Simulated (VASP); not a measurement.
Gd: single point with LDA+U

Gd:

```
CELL_PARAMETERS angstrom
3.64000 0.00000 0.00000
-1.82000 3.15233 0.00000
0.00000 0.00000 5.78032
ATOMIC_POSITIONS crystal
Gd 0.33333 0.66667 0.75000
Gd 0.66667 0.33333 0.25000
```

* Program: VASP 6.6.1
* Task: single point
* Functional: LDA
* Potentials or basis: VASP PAW PBE potentials, release 64 (Gd)
* Cutoff: 520 eV
* k mesh: 10 × 10 × 6
* Occupations: gaussian, width 0.05 eV
* Spin: collinear spin, ferromagnetic start
* Starting moments: [7.0, 7.0] μB
* Hubbard terms: Gd f U = 6.0 eV
* Dipole correction: no
* Further INCAR settings: ALGO = Normal; EDIFF = 1e-06; NBANDS = 29

| Quantity | Value |
| --- | --- |
| Pressure | -3.4 GPa |
| Net moment | 15.47 μB per cell |
| Site moments | Gd +7.12 μB |
| Valence electrons inside the program's atomic spheres | Gd 15.15 |

Stress tensor (GPa, compression positive):
```
-3.44  0.00  0.00
 0.00 -3.44  0.00
 0.00  0.00 -3.23
```

Levels at points of the mesh, in eV from the Fermi level:
Spin up:
| k point | band 22 | band 23 | band 24 | band 25 | band 26 | band 27 | band 28 | band 29 |
| --- | --- | --- | --- | --- | --- | --- | --- | --- |
| (0.00, 0.00, 0.00) | -7.92 | -5.04 | -2.49 | 1.11 | 1.19 | 1.20 | 1.38 | 1.82 |
| (0.50, 0.00, 0.00) | -7.93 | -2.14 | -1.80 | -1.37 | -0.07 | 0.92 | 1.04 | 1.67 |
| (0.00, 0.00, 0.50) | -7.92 | -3.55 | -3.55 | 0.43 | 0.43 | 1.11 | 1.11 | 1.11 |
| (0.50, 0.00, 0.50) | -7.95 | -2.21 | -2.21 | -0.50 | -0.50 | 1.48 | 1.48 | 2.40 |
Spin down:
```
           k point  band 8  band 9  band 10  band 11  band 12  band 13
(0.00, 0.00, 0.00)  -20.02   -4.27    -1.62     1.82     2.11     2.11
(0.50, 0.00, 0.00)  -20.13   -1.24    -0.99    -0.59     0.83     1.85
(0.00, 0.00, 0.50)  -20.10   -2.72    -2.72     1.25     1.25     2.10
(0.50, 0.00, 0.50)  -20.24   -1.43    -1.43     0.42     0.42     2.03
```

Eigenvalues of the final occupation matrices:
| site | spin | trace | eigenvalues |
| --- | --- | --- | --- |
| site 1 f | 1 | 6.93 | 0.99 0.99 0.99 0.99 0.99 0.99 0.99 |
| site 1 f | 2 | 0.01 | 0.00 0.00 0.00 0.00 0.00 0.00 0.00 |
| site 2 f | 1 | 6.93 | 0.99 0.99 0.99 0.99 0.99 0.99 0.99 |
| site 2 f | 2 | 0.01 | 0.00 0.00 0.00 0.00 0.00 0.00 0.00 |

Run time: 4.6 min on 1 thread of Intel(R) Xeon(R) Platinum 8124M CPU @ 3.00GHz (Skylake/Cascade Lake) (shared host), peak memory 0.29 GiB.

Caveat: the cell stands under tension; the PAW data sets were made with another functional, which shifts forces and pressure a little; spin-orbit coupling is left out, which moves the levels of the heavy elements. The state reached can hang on the start; a lower one may exist.
